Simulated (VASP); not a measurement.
Wanted: the native input for a VASP 6.6.1 run.

```yaml
Task: single point
Functional: PBE
Potentials_or_basis: VASP PAW PBE potentials, release 64 (Cu, Au)
Cutoff: 520 eV
k_mesh: 18 × 18 × 14
Occupations: gaussian, width 0.15 eV
Spin: no spin polarisation
Dipole_correction: no
Further_INCAR_settings: ALGO = Fast; EDIFF = 1e-06; NBANDS = 18
```

The structure of CuAu lies in POSCAR:

```
CuAu
1.0
    2.8840000000      0.0000000000      0.0000000000
    0.0000000000      2.8840000000      0.0000000000
    0.0000000000      0.0000000000      3.7801000000
Cu Au
1 1
Direct
    0.5000000000      0.5000000000      0.5000000000
    0.0000000000      0.0000000000      0.0000000000
```

This cell differs from its parent crystal: strain +0.030 along x and y, +0.030 along z.

These files were run (other wordings do the same):

INCAR

```
ALGO = Fast
EDIFF = 1E-6
ENCUT = 520
GGA = PE
ISIF = 2
ISMEAR = 0
LASPH = T
LCHARG = F
LREAL = F
LWAVE = F
NBANDS = 18
NELM = 80
PREC = Accurate
SIGMA = 0.15
```

KPOINTS

```
k-points
0
Gamma
  18 18 14
```

Potentials or basis: VASP PAW PBE potentials, release 64 (Cu, Au).

The run is started by

```sh
$ cat potpaw_PBE.64/Cu/POTCAR potpaw_PBE.64/Au/POTCAR > POTCAR
$ mpirun -np 1 vasp_std > vasp.out
```

It gave:

```yaml
Pressure: -5.6 GPa
Band_gap_on_the_k_mesh: zero (band 11 reaches 12.69 eV, above the bottom of band 12 at 5.80 eV)
```

Caveat: the cell differs from its parent crystal (strain +0.030 along x and y, +0.030 along z); spin-orbit coupling is left out, which moves the levels of the heavy elements.

It took 3.6 min on 1 thread of Intel(R) Xeon(R) Platinum 8175M CPU @ 2.50GHz (Skylake/Cascade Lake), on a shared host, peak memory 0.36 GiB.
